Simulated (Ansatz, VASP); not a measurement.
**One calculation of As, two programs**

```
As
1.0
     2.95693    0.00000    0.00000
    -1.47846    2.56077    0.00000
     0.00000    0.00000   10.04363
As
4
Direct
  0.00000 0.00000 0.00000
  0.00000 0.00000 0.50000
  0.33333 0.66667 0.75000
  0.66667 0.33333 0.25000
```

Alike in both runs: functional r2SCAN; k mesh 6 × 6 × 2; occupations gaussian, width 0.1 eV; no spin polarisation.

Ansatz relaxed the structure, and its values are those at the end. VASP's run is a single point on that final structure, the one shown.

|  | VASP | Ansatz |
| --- | --- | --- |
| version | VASP 6.6.1 | Ansatz 0.2.0 |
| potentials or method | VASP PAW PBE potentials, release 64 (As), cutoff 520 eV | scalar-relativistic, plane waves, PAW |
| valence electrons in the cell | 20 | 60 |

|  | VASP | Ansatz | Ansatz less VASP |
| --- | --- | --- | --- |
| gap on the k mesh at the Fermi level (eV) | none | none | - |
| pressure (GPa) | -0.2 | -0.1 | +0.10 |

VASP's potentials were made for PBE, not for r2SCAN. A gap of «none» marks a metal or a gap that the smearing closes. VASP's potentials hold 20 valence electrons a cell and Ansatz's 60, so a difference there can come from the potentials and not from the codes.

The k mesh is coarse, so the values compare programs but aren't converged.
